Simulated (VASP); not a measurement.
# Li (P1) in VASP: notebook

Runs on Li. Level: PBE. Tasks: single point.

All numbers are computed with VASP 6.6.1; they aren't measurements. Logs are shortened: lines on timing, memory, paths and dates and some standing lists are left out, and cuts for length are marked.

## Step 1: The cell of the first run

The typed cell holds 16 atoms: a = 7.153 Å, b = 8.081 Å, c = 5.895 Å, α = 90.78°, β = 99.36°, γ = 93.64°.

## Step 2: Single point, PBE

The input, INCAR:

```
SYSTEM = Li
  ALGO = Normal
  EDIFF = 1E-7
  ENCUT = 520
  GGA = PE
  ISIF = 2
  ISMEAR = -1
  LASPH = .True.
  LCHARG = .False.
  LREAL = Auto
  LWAVE = .False.
  NBANDS = 38
  NELM = 60
  PREC = Accurate
  SIGMA = 0.1
```

The input, KPOINTS:

```
k-points
0
Gamma
  2 2 2
  0 0 0
```

The input, POSCAR:

```
Li
1.0
    7.1295630000     -0.2432020000     -0.5286570000
   -0.2432020000      8.0769060000     -0.0559030000
   -0.5286570000     -0.0559030000      5.8714130000
Li
16
Direct
   -0.0261429191      0.1140498825     -0.0030733499
    0.5421148464     -0.0653840956      0.0135125295
   -0.0062343116      0.4972372391     -0.0222772200
    0.0230650474      0.0451155728      0.5095392872
    0.2840097805      0.1874425664      0.2358414168
    0.5223450696      0.5569792308     -0.0888409336
    0.5579119476     -0.0051894708      0.4203679676
    0.7463345573      0.2829273590      0.2319665600
    0.0672651921      0.4556288915      0.4993059144
    0.2424783627      0.7777979907      0.3851320159
    0.3526359393      0.1740507020      0.7303613992
    0.5571295485      0.6013361539      0.4300407637
    0.8653974171      0.7726338386      0.2616049922
    0.7277502728      0.2592835435      0.6782907290
    0.2137503025      0.8584795437      0.8223901428
    0.7859262793      0.7963269344      0.7587956244
```

Potentials or basis: VASP PAW PBE potentials, release 64 (Li_sv).

Started as:

```bash
$ cat potpaw_PBE.64/Li_sv/POTCAR > POTCAR
$ mpirun -np 1 vasp_std > vasp.out
```

OUTCAR:

```text
SYSTEM = Li
   EDIFF = 1E-7
   ENCUT = 520
   GGA = PE
   ISIF = 2
   ISMEAR = -1
   LASPH = .True.
   LREAL = Auto
   NELM = 60
   PREC = Accurate

 ion  position               nearest neighbor table
   1  0.974  0.114  0.997-   5 2.46
   2  0.542  0.935  0.014-   7 2.42  15 2.47
   3  0.994  0.497  0.978-
   4  0.023  0.045  0.510-
   5  0.284  0.187  0.236-   1 2.46
   6  0.522  0.557  0.911-
   7  0.558  0.995  0.420-   2 2.42
   8  0.746  0.283  0.232-
   9  0.067  0.456  0.499-
  10  0.242  0.778  0.385-
  11  0.353  0.174  0.730-
  12  0.557  0.601  0.430-
  13  0.865  0.773  0.262-
  14  0.728  0.259  0.678-
  15  0.214  0.858  0.822-   2 2.47
  16  0.786  0.796  0.759-

  LATTYP: Found a triclinic cell.
 ALAT       =    11.1267855745
 B/A-ratio  =     1.5390935355
 C/A-ratio  =     1.8065775797
 COS(alpha) =     0.0117649576
 COS(beta)  =     0.4270393402
 COS(gamma) =     0.9049427965

  Lattice vectors:

 A1 = (   7.3727650000,  -8.3201080000,  -0.4727540000)
 A2 = (  13.9736710000,  -8.6192130000,   4.8700020000)
 A3 = (  -5.5858450000, -15.7988040000, -11.1023630000)

Analysis of symmetry for initial positions (statically):
=====================================================================
 Subroutine PRICEL returns:
 Original cell was already a primitive cell.

 Routine SETGRP: Setting up the symmetry group for a
 triclinic supercell.

 Subroutine GETGRP returns: Found  1 space group operations
 (whereof  1 operations were pure point group operations)
 out of a pool of  2 trial point group operations.

The static configuration has the point symmetry C_1 .

Analysis of symmetry for dynamics (positions and initial velocities):
=====================================================================
 Subroutine PRICEL returns:
 Original cell was already a primitive cell.

 Routine SETGRP: Setting up the symmetry group for a
 triclinic supercell.

 Subroutine GETGRP returns: Found  1 space group operations
 (whereof  1 operations were pure point group operations)
 out of a pool of  2 trial point group operations.

The dynamic configuration has the point symmetry C_1 .

 Subroutine INISYM returns: Found  1 space group operations
 (whereof  1 operations are pure point group operations),
 and found     1 'primitive' translations

----------------------------------------------------------------------------------------

                                     Primitive cell

  volume of cell :     335.4630

  direct lattice vectors                    reciprocal lattice vectors
     7.129563000 -0.243202000 -0.528657000     0.141356074  0.004344721  0.012768947
    -0.243202000  8.076906000 -0.055903000     0.004344721  0.123951484  0.001571364
    -0.528657000 -0.055903000  5.871413000     0.012768947  0.001571364  0.171481420

  length of vectors
     7.153271560  8.080760044  5.895429924     0.141998107  0.124037560  0.171963346

  position of ions in fractional coordinates (direct lattice)
     0.973857081  0.114049882  0.996926650
     0.542114846  0.934615904  0.013512529
     0.993765688  0.497237239  0.977722780
     0.023065047  0.045115573  0.509539287
     0.284009780  0.187442566  0.235841417
     0.522345070  0.556979231  0.911159066
[... 8 lines left out ...]
     0.213750303  0.858479544  0.822390143
     0.785926279  0.796326934  0.758795624

  ion indices of the primitive-cell ions
   primitive index   ion index
                 1           1
                 2           2
                 3           3
                 4           4
                 5           5
                 6           6
[... 8 lines left out ...]
                15          15
                16          16

----------------------------------------------------------------------------------------

 KPOINTS: k-points

Automatic generation of k-mesh.
 Grid dimensions read from file:
 generate k-points for:    2    2    2

 Generating k-lattice:

  Cartesian coordinates                     Fractional coordinates (reciprocal lattice)
[... 49 lines left out ...]
  ---------------------------------------------------
  free energy    TOTEN  =       -28.87690079 eV

  energy without entropy =      -28.59923841  energy(sigma->0) =      -28.73806960

 E-fermi :   0.5091     XC(G=0):  -6.9335

 val. band max:        0.4793526865   @ k =  -0.0000   0.0000   0.5000
 cond. band min:       0.5183139320   @ k =   0.0000   0.5000  -0.0000
 fundamental gap:      0.0389612455
 Fermi energy:         0.5090604663

 k-point     1 :       0.0000    0.0000    0.0000
  band No.  band energies     occupation
      1     -46.4016      2.00000
      2     -46.3594      2.00000
      3     -46.3255      2.00000
      4     -46.3022      2.00000
      5     -46.1747      2.00000
      6     -46.1686      2.00000
[... 28 lines left out ...]
     35       3.7562      0.00000
     36       3.9078      0.00000

 k-point     2 :       0.5000    0.0000    0.0000
  band No.  band energies     occupation
      1     -46.4016      2.00000
      2     -46.3594      2.00000
      3     -46.3255      2.00000
      4     -46.3022      2.00000
      5     -46.1739      2.00000
      6     -46.1693      2.00000
[... 28 lines left out ...]
     35       3.8856      0.00000
     36       3.9671      0.00000

 k-point     3 :       0.0000    0.5000   -0.0000
  band No.  band energies     occupation
      1     -46.4016      2.00000
      2     -46.3594      2.00000
      3     -46.3255      2.00000
      4     -46.3022      2.00000
      5     -46.1747      2.00000
      6     -46.1685      2.00000
[... 28 lines left out ...]
     35       3.7188      0.00000
     36       3.9282      0.00000
[... 118 lines left out ...]
 k-point     7 :       0.0000    0.5000    0.5000
  band No.  band energies     occupation
      1     -46.4012      2.00000
      2     -46.3598      2.00000
      3     -46.3249      2.00000
      4     -46.3027      2.00000
      5     -46.1733      2.00000
      6     -46.1692      2.00000
[... 28 lines left out ...]
     35       4.0703      0.00000
     36       4.1496      0.00000

 k-point     8 :       0.5000    0.5000    0.5000
  band No.  band energies     occupation
      1     -46.4012      2.00000
      2     -46.3598      2.00000
      3     -46.3249      2.00000
      4     -46.3027      2.00000
      5     -46.1737      2.00000
      6     -46.1686      2.00000
[... 28 lines left out ...]
     35       3.6315      0.00000
     36       3.8246      0.00000
 [bands above 36 left out]

------------------------ aborting loop because EDIFF is reached ----------------------------------------

  FORCE on cell =-STRESS in cart. coord.  units (eV):
  Direction    XX          YY          ZZ          XY          YZ          ZX
  --------------------------------------------------------------------------------------
  -------------------------------------------------------------------------------------
  Total        2.2472738     -2.0486553      1.9022851      0.6937982      0.3392909     -0.0058111
  in kB       10.7330216     -9.7844162      9.0853494      3.3135931      1.6204599     -0.0277541
  external PRESSURE =       3.3446516 kB  Pullay stress =       0.0000000 kB

 VOLUME and BASIS-vectors are now :
 -----------------------------------------------------------------------------
  energy-cutoff  :      520.00
  volume of cell :      335.46
      direct lattice vectors                 reciprocal lattice vectors
     7.129563000 -0.243202000 -0.528657000     0.141356074  0.004344721  0.012768947
    -0.243202000  8.076906000 -0.055903000     0.004344721  0.123951484  0.001571364
    -0.528657000 -0.055903000  5.871413000     0.012768947  0.001571364  0.171481420

 POSITION                                       TOTAL-FORCE (eV/Angst)
 -----------------------------------------------------------------------------------
      6.38841      0.62859      5.33216        -0.142232     -0.407326     -0.132672
      3.63060      7.41621     -0.25950         0.377048      0.106946     -0.327029
      6.44731      3.71980      5.18746         0.226967      0.106190     -0.009252
     -0.11590      0.33030      2.97700        -0.454742      0.317566     -0.116587
      1.85460      1.43170      1.22410         0.379562      0.439694     -0.075112
      3.10694      4.32070      5.04251        -0.273445     -0.118208      0.108042
[... 8 lines left out ...]
      0.88040      6.83590      4.66760        -0.327811     -0.571862      0.353482
      5.00850      6.19830      3.99520         0.289866      0.072805     -0.122883
 -----------------------------------------------------------------------------------
    total drift:                               -0.011599      0.011195     -0.003346

  FREE ENERGIE OF THE ION-ELECTRON SYSTEM (eV)
  ---------------------------------------------------
  free  energy   TOTEN  =       -28.8769007923 eV

  energy  without entropy=      -28.5992384131  energy(sigma->0) =      -28.73806960
```

Run time: 4.7 min. Hardware: 1 thread of Oxide Virtual Turin-like, shared host; peak memory 0.33 GiB.

What came out:

```
Free energy            : -28.8769 eV
Largest force          : 0.748 eV/Å
Band gap on the k mesh : zero (bands 24 and 25 overlap by 0.59 eV)
```

Forces on the atoms (eV/Å):
```
Li  -0.142 -0.407 -0.133
Li   0.377  0.107 -0.327
Li   0.227  0.106 -0.009
Li  -0.455  0.318 -0.117
Li   0.380  0.440 -0.075
Li  -0.273 -0.118  0.108
Li   0.064 -0.266  0.570
Li  -0.284  0.061 -0.270
Li   0.162 -0.005  0.117
Li   0.213  0.120 -0.300
Li   0.036  0.447  0.192
Li  -0.048 -0.415 -0.152
Li  -0.166 -0.122 -0.025
Li  -0.052  0.233  0.190
Li  -0.328 -0.572  0.353
Li   0.290  0.073 -0.123
```

Caveat: the k points lie up to 0.54 Å⁻¹ apart, too coarse for converged energies and pressures of a metal; the cutoff is under 1.25 times the usual one of these potentials, so pressure, stress and relaxed cells hold a basis-set (Pulay) error; the atoms stand as in a frame of molecular dynamics.

## Step 3: Single point, PBE

This run uses another cell than the first one, of 21.09 Å³/atom.

The input, INCAR:

```
ALGO     = Normal         # electronic algorithm
EDIFF    = 1E-6           # SCF threshold, eV
ENCUT    = 520            # plane-wave cutoff, eV
GGA      = PE             # functional
ISIF     = 2              # what is computed and relaxed
ISMEAR   = -1             # smearing method
LASPH    = True           # aspherical terms in the spheres
LCHARG   = False          # write CHGCAR
LREAL    = Auto         
LWAVE    = False          # write WAVECAR
NBANDS   = 38             # bands
NELM     = 80             # most SCF steps
PREC     = Accurate       # precision mode
SIGMA    = 0.1            # smearing width, eV
```

The input, KPOINTS:

```
k-points
0
Gamma
  2 2 2
```

The input, POSCAR:

```
Li
1.0
    7.0857750000      0.0298810000     -0.1323260000
    0.0298810000      7.3498930000      0.3665180000
   -0.1323260000      0.3665180000      6.4999300000
Li
16
Direct
   -0.0372481861     -0.0068731688      0.1463231507
    0.5739041301      0.0433488740      0.0102084631
    0.0732346650      0.5048454515     -0.0762537589
   -0.0114748100      0.0703212163      0.6037615163
    0.2466948819      0.2285313369      0.3057084151
    0.5210631093      0.5157320704     -0.0661506955
    0.6289191802      0.0716922034      0.5117818002
    0.7869076336      0.3476530793      0.2640347247
    0.1274407222      0.5517244933      0.5033203070
    0.2838474070      0.8446099831      0.2306171959
    0.3305529577      0.2656743409      0.7335104105
    0.5010801679      0.5769871839      0.4699173292
    0.7557959793      0.7562217755      0.1813469631
    0.7442646418      0.2848325728      0.7300369847
    0.3281058068      0.8730051850      0.6897373994
    0.8296247857      0.7394503614      0.6947242604
```

Potentials or basis: VASP PAW PBE potentials, release 64 (Li_sv).

Started as:

```bash
$ cat potpaw_PBE.64/Li_sv/POTCAR > POTCAR
$ mpirun -np 1 vasp_std > vasp.out
```

It took 3.8 min on 1 thread of Oxide Virtual Turin-like, shared host; peak memory 0.31 GiB.

The run converged. Its results:

| Item | Value |
| --- | --- |
| Free energy | -28.4874 eV |
| Largest force | 1.151 eV/Å |
| Band gap on the k mesh | zero (bands 24 and 25 overlap by 0.62 eV) |

Forces in eV/Å, atoms in the order of the input:
```
Li   0.216  0.767 -0.280
Li  -0.172  0.186  0.009
Li   0.061 -0.011  0.448
Li   0.508 -0.090  0.000
Li   0.334  0.176 -0.204
Li  -0.166  0.297  0.245
Li  -0.661 -0.651 -0.681
Li   0.158  0.052 -0.063
Li  -0.517  0.005 -0.288
Li   0.253 -0.214 -0.107
Li  -0.188 -0.179  0.058
Li   0.292 -0.216  0.007
Li  -0.185 -0.725  0.207
Li   0.386  0.777  0.498
Li  -0.028 -0.250  0.176
Li  -0.292  0.076 -0.026
```

Levels at points of the mesh, in eV from the Fermi level:
```tsv
k point	band 20	band 21	band 22	band 23	band 24	band 25	band 26	band 27	band 28	band 29
(0.00, 0.00, 0.00)	-1.15	-1.10	-0.76	-0.53	0.11	0.25	0.31	0.78	1.00	1.35
(0.50, 0.00, 0.00)	-0.77	-0.72	-0.66	-0.45	-0.11	-0.03	0.14	0.81	1.17	1.43
(0.00, 0.50, 0.00)	-0.73	-0.59	-0.55	-0.49	-0.29	-0.17	0.44	1.14	1.19	1.26
(0.50, 0.50, 0.00)	-2.21	-0.28	0.01	0.16	0.34	0.45	0.57	0.88	1.14	1.29
(0.00, 0.00, 0.50)	-0.82	-0.66	-0.53	-0.43	-0.31	-0.28	-0.18	0.75	0.93	1.12
(0.50, 0.00, 0.50)	-1.96	-0.43	-0.40	-0.32	-0.18	0.02	0.18	0.31	0.52	1.72
(0.00, 0.50, 0.50)	-1.98	-0.26	-0.20	-0.13	-0.02	0.13	0.22	0.33	0.42	1.41
(0.50, 0.50, 0.50)	-1.68	-1.53	-1.48	-1.37	-1.32	1.50	1.68	1.82	2.01	2.03
```

Caveat: the k points lie up to 0.49 Å⁻¹ apart, too coarse for converged energies and pressures of a metal; the cutoff is under 1.25 times the usual one of these potentials, so pressure, stress and relaxed cells hold a basis-set (Pulay) error; the atoms stand as in a frame of molecular dynamics; forces of over 1 eV/Å act on the atoms, so gaps and moduli don't describe the material at rest.

## Step 4: Single point, PBE

This run uses another cell than the first one, of 21.25 Å³/atom.

The input, INCAR:

```
ALGO = Normal ; EDIFF = 1E-6
ENCUT = 520 ; GGA = PE
ISIF = 2 ; ISMEAR = -1
LASPH = T ; LCHARG = F
LREAL = Auto ; LWAVE = F
NBANDS = 38 ; NELM = 100
PREC = Accurate ; SIGMA = 0.1
```

KPOINTS is that of step 3.

The input, POSCAR:

```
Li
1.0
    6.9800000000      0.0000000000      0.0000000000
    0.0000000000      6.9800000000      0.0000000000
    0.0000000000      0.0000000000      6.9800000000
Li
16
Direct
    0.0498567335      0.0130229226     -0.0446418338
    0.4988108883      0.0251289398     -0.0216762178
   -0.0240974212      0.4654297994     -0.0251862464
   -0.0313467049     -0.0029942693      0.5194412607
    0.2037965616      0.2421203438      0.2471489971
    0.4373925501      0.4597134670      0.0551719198
    0.4793982808      0.0039684814      0.5476790831
    0.6923352436      0.2249570201      0.2701432665
    0.0988252149      0.5051002865      0.4575787966
    0.3385959885      0.7776790831      0.1974785100
    0.1976217765      0.2549713467      0.7389541547
    0.5644412607      0.5112320917      0.4283094556
    0.7867048711      0.7799570201      0.1540974212
    0.7646275072      0.2432664756      0.7677220630
    0.2487535817      0.7374068768      0.7469340974
    0.6584957020      0.7409312321      0.8330372493
```

Started as:

```bash
$ cat potpaw_PBE.64/Li_sv/POTCAR > POTCAR
$ mpirun -np 1 vasp_std > vasp.out
```

Run time: 3.8 min. Hardware: 1 thread of Oxide Virtual Turin-like, shared host; peak memory 0.33 GiB.

Results (log left out):

| Property | Result |
| --- | --- |
| Free energy | -28.5465 eV |
| Largest force | 0.898 eV/Å |
| Band gap on the k mesh | zero (bands 24 and 25 overlap by 0.62 eV) |

Forces on the atoms (eV/Å):
```
Li  -0.218 -0.274  0.287
Li  -0.241  0.540  0.018
Li   0.092  0.318  0.365
Li  -0.041 -0.274 -0.129
Li   0.131 -0.574 -0.007
Li   0.123 -0.124 -0.629
Li  -0.080  0.056 -0.262
Li   0.525 -0.365 -0.348
Li  -0.498  0.404  0.001
Li  -0.420  0.174  0.320
Li   0.719  0.148 -0.188
Li  -0.143  0.379  0.605
Li   0.128  0.005  0.749
Li  -0.299  0.086 -0.170
Li  -0.015 -0.127  0.171
Li   0.236 -0.374 -0.781
```

Levels at points of the mesh, in eV from the Fermi level:
```csv
k point,band 20,band 21,band 22,band 23,band 24,band 25,band 26,band 27
"(0.00, 0.00, 0.00)",-1.01,-0.91,-0.87,-0.72,0.39,0.42,0.47,0.52
"(0.50, 0.00, 0.00)",-0.56,-0.53,-0.45,-0.38,-0.31,-0.23,-0.18,1.00
"(0.00, 0.50, 0.00)",-0.58,-0.54,-0.51,-0.44,-0.32,-0.23,-0.22,1.07
"(0.00, 0.00, 0.50)",-0.62,-0.58,-0.46,-0.37,-0.36,-0.21,-0.18,0.95
"(0.50, 0.50, 0.00)",-2.00,-0.07,-0.07,0.00,0.12,0.14,0.19,0.32
"(0.00, 0.50, 0.50)",-1.98,-0.37,-0.12,-0.01,0.05,0.16,0.27,0.62
"(0.50, 0.00, 0.50)",-1.99,-0.15,-0.10,0.03,0.11,0.14,0.26,0.36
"(0.50, 0.50, 0.50)",-1.58,-1.54,-1.51,-1.42,-1.23,2.01,2.02,2.06
```

Caveat: the k points lie up to 0.45 Å⁻¹ apart, too coarse for converged energies and pressures of a metal; the cutoff is under 1.25 times the usual one of these potentials, so pressure, stress and relaxed cells hold a basis-set (Pulay) error.

## Step 5: Summary

```tsv
cell	gap on the mesh (eV)	largest force (eV/Å)
a = 7.153, b = 8.081, c = 5.895 Å, angles 90.8, 99.4, 93.6°, 16 atoms, atomic positions A	none	0.75
a = 7.087, b = 7.359, c = 6.512 Å, angles 83.9, 92.2, 89.6°, 16 atoms, atomic positions B	none	1.15
a = 6.980 Å, 16 atoms, atomic positions C	none	0.90
```

Alike in all rows: task single point; level PBE; potentials or basis VASP PAW PBE potentials, release 64 (Li_sv); no spin polarisation; k mesh 2 × 2 × 2; cutoff (eV) 520; smearing fermi-dirac 0.1 eV.

Caveats: all runs use coarse meshes; the cutoff is under 1.25 times the usual one of these potentials, so pressure, stress and relaxed cells hold a basis-set (Pulay) error; the atoms stand as in a frame of molecular dynamics (at least some runs); forces of over 1 eV/Å act on the atoms, so gaps and moduli don't describe the material at rest (at least some runs).

Total energies depend on the potentials used, so only differences within one code and one set of settings carry meaning.
